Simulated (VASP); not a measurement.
Set up this calculation in VASP 6.6.1, as the native input.

| Item | Value |
| --- | --- |
| Task | density of states |
| Functional | PBE |
| Potentials or basis | VASP PAW PBE potentials, release 64 (Te, P) |
| Cutoff | 520 eV |
| k mesh | 12 × 12 × 12 |
| Occupations | gaussian, width 0.1 eV |
| Spin | no spin polarisation |
| Dipole correction | no |
| k mesh for the DOS | 18 × 18 × 18 |
| Occupations for the DOS | tetrahedron |
| Further INCAR settings | ALGO = Normal; EDIFF = 1e-06; NBANDS = 15 |

TeP2:

```
Te P
1.0
     0.00000    3.27104    3.27104
     3.27104    0.00000    3.27104
     3.27104    3.27104    0.00000
Te P
1 2
Direct
  0.50000 0.50000 0.50000
  0.25000 0.25000 0.25000
  0.75000 0.75000 0.75000
```

One way to write it, as run:

POSCAR

```
TeP2
1.0
    0.0000000000      3.2710398019      3.2710398019
    3.2710398019      0.0000000000      3.2710398019
    3.2710398019      3.2710398019      0.0000000000
Te P
1 2
Direct
    0.5000000000      0.5000000000      0.5000000000
    0.2500000000      0.2500000000      0.2500000000
    0.7500000000      0.7500000000      0.7500000000
```

INCAR.step1

```
PREC = Accurate ; ENCUT = 520
EDIFF = 1E-6 ; ISMEAR = 0
SIGMA = 0.1 ; LREAL = F
LASPH = T ; NELM = 100
ALGO = Normal ; ISIF = 2
LWAVE = F ; LCHARG = T
GGA = PE ; NBANDS = 15
```

KPOINTS.step1

```
Automatic mesh
0
Gamma
  12 12 12
```

INCAR.step2

```
PREC = Accurate ; ENCUT = 520
EDIFF = 1E-6 ; ISMEAR = -5
SIGMA = 0.1 ; LREAL = F
LASPH = T ; NELM = 100
ALGO = Normal ; ISIF = 2
LWAVE = F ; LCHARG = F
GGA = PE ; LORBIT = 11
NBANDS = 15 ; NEDOS = 2001
ICHARG = 11
```

KPOINTS.step2

```
Automatic mesh
0
Gamma
  18 18 18
```

Potentials or basis: VASP PAW PBE potentials, release 64 (Te, P).

Launch:

```sh
$ cat potpaw_PBE.64/Te/POTCAR potpaw_PBE.64/P/POTCAR > POTCAR
$ cp INCAR.step1 INCAR
$ cp KPOINTS.step1 KPOINTS
$ mpirun -np 1 vasp_std > vasp.out
$ cp INCAR.step2 INCAR
$ cp KPOINTS.step2 KPOINTS
$ mpirun -np 1 vasp_std > vasp.out
```

It gave:

The valence electrons inside the program's atomic spheres are Te 3.20; P 2.37.

Caveat: spin-orbit coupling is left out, which moves the levels of the heavy elements.

It took 3 min on 1 thread of Intel(R) Xeon(R) Platinum 8259CL CPU @ 2.50GHz (Skylake/Cascade Lake) (shared host), peak memory 0.33 GiB.
